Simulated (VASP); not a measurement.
The system is TaSiH4.

```
Ta Si H
1.0
     3.07860    0.00000    0.00000
     0.00000    3.43731    0.00000
     0.00000    0.00000    5.33360
Ta Si H
1 1 4
Direct
  0.50000 0.00000 0.50000
  0.00000 0.00000 0.00000
  0.00000 0.50000 0.66842
  0.50000 0.50000 0.16513
  0.50000 0.50000 0.83487
  0.00000 0.50000 0.33158
```

* Program: VASP 6.6.1
* Task: relaxation of cell and atoms
* Functional: PBE
* Potentials or basis: VASP PAW PBE potentials, release 64 (Ta_pv, Si, H)
* Cutoff: 600 eV
* k mesh: 6 × 6 × 4
* Occupations: gaussian, width 0.1 eV
* Spin: no spin polarisation

At the start: pressure -24.5 GPa; volume 9.41 Å³/atom.

Task: Where does the relaxation end?

Result: Over 23 steps the energy falls by 409.4 meV/atom and the volume is 7.68 Å³/atom (-18.4 %); space group Pmmm (No. 47, to 0.05 Å).

Step by step:
```csv
step,energy change (eV),largest force (eV/Å),pressure (GPa),volume (Å³)
1,0.0000,0.7101,-24.52,56.44
2,-1.3752,0.7402,-9.31,45.47
3,-1.4902,0.6973,0.36,42.47
4,-1.4910,0.6907,1.58,42.16
5,-1.5959,0.7657,2.28,42.12
6,-1.8753,0.6390,5.32,41.97
7,-2.1010,0.6565,16.47,41.49
8,-2.1335,0.7534,15.78,41.83
9,-2.1797,1.0504,14.35,42.84
10,-2.2406,0.9264,11.65,43.39
11,-2.3618,0.5847,4.52,45.05
12,-2.3687,0.6282,-6.53,48.49
13,-2.4015,0.5480,-1.87,46.87
14,-2.4016,0.5428,-1.56,46.77
15,-2.4147,0.4382,-1.35,46.75
16,-2.4386,0.2207,-0.67,46.70
17,-2.4400,0.2354,-0.33,46.68
18,-2.4401,0.2060,-0.43,46.69
19,-2.4442,0.1829,-0.37,46.61
20,-2.4528,0.1141,-0.24,46.37
21,-2.4547,0.1090,0.15,45.90
22,-2.4564,0.0480,-0.02,46.10
23,-2.4567,0.0113,0.02,46.07
```

Final structure:
```yaml
crystal:
  lattice:
    - [3.33478, 0.00000, 0.00000]
    - [0.00000, 3.03791, 0.00000]
    - [0.00000, 0.00000, 4.54742]
  atoms:
    - { symbol: Ta, position: [0.50000, 0.00000, 0.50000] }
    - { symbol: Si, position: [0.00000, 0.00000, 0.00000] }
    - { symbol: H, position: [0.00000, 0.50000, 0.59792] }
    - { symbol: H, position: [0.50000, 0.50000, 0.22865] }
    - { symbol: H, position: [0.50000, 0.50000, 0.77135] }
    - { symbol: H, position: [0.00000, 0.50000, 0.40208] }
```

Caveat: the volume moved by over 15 % at a fixed basis, so the end points are rough.
